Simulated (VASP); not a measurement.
# PbO (Litharge) in VASP: settings compared, part 3 of 3

VASP 6.6.1.

### Step 7. Single point, r2SCAN (uniaxial y strain -2.4%)

Contents of POSCAR:

```
PbO
1.0
    3.9804038992      0.0000000000      0.0000000000
    0.0000000000      3.8860683268      0.0000000000
    0.0000000000      0.0000000000      5.0009130541
Pb O
2 2
Direct
    0.0000000000      0.5000000000      0.2396938559
    0.5000000000      0.0000000000      0.7603061441
    0.0000000000      0.0000000000     -0.0051619623
    0.5000000000      0.5000000000      0.0051619623
```

Contents of INCAR.step1:

```
  PREC = Accurate
  ENCUT = 520
  ISMEAR = 0
  SIGMA = 0.01
  LREAL = F
  LASPH = T
  NELM = 80
  NBANDS = 28
  GGA = PE
  ALGO = Normal
  EDIFF = 1E-4
  LWAVE = T
  LCHARG = F
```

Contents of INCAR.step2:

```
  PREC = Accurate
  ENCUT = 520
  EDIFF = 1E-6
  ISMEAR = 0
  SIGMA = 0.01
  LREAL = F
  LASPH = T
  NELM = 80
  ALGO = Normal
  ISIF = 2
  LWAVE = F
  LCHARG = F
  METAGGA = R2SCAN
  LMIXTAU = T
  NBANDS = 28
  ISTART = 1
```

Contents of KPOINTS:

```
regular mesh
0
Gamma
  6 6 6
```

Potentials or basis: VASP PAW PBE potentials, release 64 (Pb_d, O).

Started as:

```console
> cat potpaw_PBE.64/Pb_d/POTCAR potpaw_PBE.64/O/POTCAR > POTCAR
> cp INCAR.step1 INCAR
> mpirun -np 1 vasp_std > vasp.out
> cp INCAR.step2 INCAR
> mpirun -np 1 vasp_std > vasp.out
```

OUTCAR:

```text
PREC = Accurate
   ENCUT = 520
   EDIFF = 1E-6
   ISMEAR = 0
   LREAL = F
   LASPH = T
   NELM = 80
   ISIF = 2
   METAGGA = R2SCAN
   ISTART = 1

 ion  position               nearest neighbor table
   1  0.000  0.500  0.240-   3 2.30   3 2.30   4 2.31   4 2.31   2 3.67   2 3.67   2 3.67   2 3.67
                             2 3.81   2 3.81   2 3.81   2 3.81
   2  0.500  0.000  0.760-   4 2.30   4 2.30   3 2.31   3 2.31   1 3.67   1 3.67   1 3.67   1 3.67
                             1 3.81   1 3.81   1 3.81   1 3.81
   3  0.000  0.000  0.995-   1 2.30   1 2.30   2 2.31   2 2.31
   4  0.500  0.500  0.005-   2 2.30   2 2.30   1 2.31   1 2.31

  LATTYP: Found a simple orthorhombic cell.
 ALAT       =     3.8860683268
 B/A-ratio  =     1.0242753252
 C/A-ratio  =     1.2868824307

  Lattice vectors:

 A1 = (   0.0000000000,  -3.8860683268,   0.0000000000)
 A2 = (   3.9804038992,   0.0000000000,   0.0000000000)
 A3 = (   0.0000000000,   0.0000000000,   5.0009130541)

Analysis of symmetry for initial positions (statically):
=====================================================================
 Subroutine PRICEL returns:
 Original cell was already a primitive cell.

 Routine SETGRP: Setting up the symmetry group for a
 simple orthorhombic supercell.

 Subroutine GETGRP returns: Found  8 space group operations
 (whereof  4 operations were pure point group operations)
 out of a pool of  8 trial point group operations.

The static configuration has the point symmetry C_2v.
 The point group associated with its full space group is D_2h.

Analysis of symmetry for dynamics (positions and initial velocities):
=====================================================================
 Subroutine PRICEL returns:
 Original cell was already a primitive cell.

 Routine SETGRP: Setting up the symmetry group for a
 simple orthorhombic supercell.

 Subroutine GETGRP returns: Found  8 space group operations
 (whereof  4 operations were pure point group operations)
 out of a pool of  8 trial point group operations.

The dynamic configuration has the point symmetry C_2v.
 The point group associated with its full space group is D_2h.
[... 119 lines left out ...]
   EFERMI_NEDOS =   21; number of points for ismear=-14 and -15
   IALGO  =     38    algorithm
   IMIX   =      4    mixing-type and parameters
     AMIX     =   0.40;   BMIX     =  1.00
     AMIX_MAG =   1.60;   BMIX_MAG =  1.00
  volume/ion in A,a.u.               =      19.34       130.50
  Fermi-wavevector in a.u.,A,eV,Ry     =   1.314012  2.483122 23.492180  1.726627
  Thomas-Fermi vector in A             =   2.444294
   LORBIT       =      0    0 simple, 1 ext, 2 COOP (PROOUT), +10 PAW based schemes
   METAGGA = R2SCAN    functional components
   LHFCALC =     F    Hartree Fock is set to
   AEXX    =    0.0000 exact exchange contribution
   IVDW    =     0    specifies the selected vdW correction
   LEPSILON=     F    determine dielectric tensor
   LRPA    =     F    only Hartree local field effects (RPA)
 non-spin polarized calculation
 Gauss-broadening in eV      SIGMA  =   0.01
  energy-cutoff  :      520.00
  volume of cell :       77.35
 maximum number of plane-waves:      2114
 NGX is ok and might be reduce to    30
   NGX = 15   NGY = 15   NGZ = 19

 number of electron      39.9999999 magnetization

 Free energy of the ion-electron system (eV)
  ---------------------------------------------------
  ext. energy  EPLUGINS =         0.00000000
  ---------------------------------------------------
  free energy    TOTEN  =      -129.46975773 eV

  energy without entropy =     -129.46975773  energy(sigma->0) =     -129.46975773

 E-fermi :   5.3844     XC(G=0): -10.6120

 val. band max:        5.2814138312   @ k =   0.0000   0.0000   0.0000
 cond. band min:       6.6526803701   @ k =   0.5000   0.5000   0.0000
 fundamental gap:      1.3712665390
 Fermi energy:         5.3844288806

 k-point     1 :       0.0000    0.0000    0.0000
  band No.  band energies     occupation
      1     -14.4197      2.00000
      2     -13.7154      2.00000
      3     -11.3791      2.00000
      4     -11.3774      2.00000
      5     -11.3140      2.00000
      6     -11.3011      2.00000
[... 733 lines left out ...]
     27      15.1449      0.00000
     28      15.1449      0.00000

 [... further k-points ...]
[... 5 lines left out ...]
  --------------------------------------------------------------------------------------
  -------------------------------------------------------------------------------------
  Total        1.8012606      1.8000443      1.0554206      0.0000000      0.0000000      0.0000000
  in kB       37.3078520     37.2826601     21.8599544      0.0000000      0.0000000      0.0000000
  external PRESSURE =      32.1501555 kB  Pullay stress =       0.0000000 kB

 VOLUME and BASIS-vectors are now :
 -----------------------------------------------------------------------------
  energy-cutoff  :      520.00
  volume of cell :       77.35
      direct lattice vectors                 reciprocal lattice vectors
     3.980403899  0.000000000  0.000000000     0.251230786  0.000000000  0.000000000
     0.000000000  3.886068327  0.000000000     0.000000000  0.257329495  0.000000000
     0.000000000  0.000000000  5.000913054     0.000000000  0.000000000  0.199963485

 POSITION                                       TOTAL-FORCE (eV/Angst)
 -----------------------------------------------------------------------------------
      0.00000      1.94303      1.19869         0.000000      0.000000      0.098384
      1.99020      0.00000      3.80222         0.000000      0.000000     -0.098384
      0.00000      0.00000      4.97510         0.000000      0.000000     -0.005491
      1.99020      1.94303      0.02581         0.000000      0.000000      0.005491
 -----------------------------------------------------------------------------------
    total drift:                                0.000000     -0.000000      0.000000

  FREE ENERGIE OF THE ION-ELECTRON SYSTEM (eV)
  ---------------------------------------------------
  free  energy   TOTEN  =      -129.4697577300 eV

  energy  without entropy=     -129.4697577300  energy(sigma->0) =     -129.46975773
```

Wall time 4.8 min (1 thread of Intel Xeon 6975P-C, shared host); peak memory 0.27 GiB.

Results:

```yaml
Free_energy: -129.4698 eV
Pressure: 3.2 GPa
Largest_force: 0.098 eV/Å
Band_gap_on_the_k_mesh: 1.37 eV, indirect (least direct gap 2.60 eV)
```

Forces in eV/Å, atoms in the order of the input:
```
Pb   0.000  0.000  0.098
Pb   0.000  0.000 -0.098
O    0.000  0.000 -0.005
O    0.000  0.000  0.005
```

Levels at points of the mesh, in eV from the valence-band top:
```tsv
k point	band 17	band 18	band 19	band 20	band 21	band 22	band 23	band 24
(0.00, 0.00, 0.00)	-1.98	-1.87	-1.86	0.00	2.88	5.85	5.94	6.16
(0.50, 0.00, 0.00)	-3.22	-3.22	-1.92	-1.92	3.83	3.83	7.10	7.10
(0.00, 0.50, 0.00)	-3.31	-3.31	-1.88	-1.88	3.63	3.63	7.11	7.11
(0.50, 0.50, 0.00)	-1.89	-1.89	-1.23	-1.23	1.37	1.37	5.60	5.60
(0.00, 0.00, 0.50)	-2.00	-1.90	-1.89	-1.22	2.44	4.14	4.45	4.57
(0.50, 0.00, 0.50)	-3.19	-3.19	-1.20	-1.20	3.33	3.33	6.84	6.84
(0.00, 0.50, 0.50)	-3.28	-3.28	-1.21	-1.21	3.39	3.39	6.72	6.72
(0.50, 0.50, 0.50)	-2.48	-2.48	-1.23	-1.23	3.66	3.66	5.21	5.21
```

Caveat: the cell differs from its parent crystal (uniaxial y strain -2.4%); the PAW data sets were made with another functional, which shifts forces and pressure a little; spin-orbit coupling is left out, which moves the levels of the heavy elements. A k mesh can miss the band edges.

### Step 8. Summary

```csv
level,cell,smearing,gap on the mesh (eV),pressure (GPa),largest force (eV/Å)
PBE,"a = 3.871, b = 3.871, c = 4.864 Å, 4 atoms",fermi-dirac 0.02 eV,0.73,9.6,0.44
PBE,"a = 3.934, b = 3.934, c = 4.942 Å, 4 atoms",fermi-dirac 0.02 eV,1.03,6.5,0.42
r2SCAN,"a = 3.871, b = 3.871, c = 4.864 Å, 4 atoms",gaussian 0.01 eV,1.01,6.6,0.10
r2SCAN,"a = 3.934, b = 3.934, c = 4.942 Å, 4 atoms",gaussian 0.01 eV,1.32,3.5,0.10
r2SCAN,"a = 3.980, b = 3.980, c = 5.001 Å, 4 atoms",gaussian 0.01 eV,1.54,1.7,0.10
r2SCAN,"a = 3.980, b = 3.886, c = 5.001 Å, 4 atoms",gaussian 0.01 eV,1.37,3.2,0.10
```

Alike in all rows: task single point; potentials or basis VASP PAW PBE potentials, release 64 (Pb_d, O); no spin polarisation; k mesh 6 × 6 × 6; cutoff (eV) 520.

Caveats: spin-orbit coupling is left out, which moves the levels of the heavy elements; the PAW data sets were made with another functional, which shifts forces and pressure a little (some runs).

Total energies depend on the potentials used, so only differences within one code and one set of settings carry meaning.
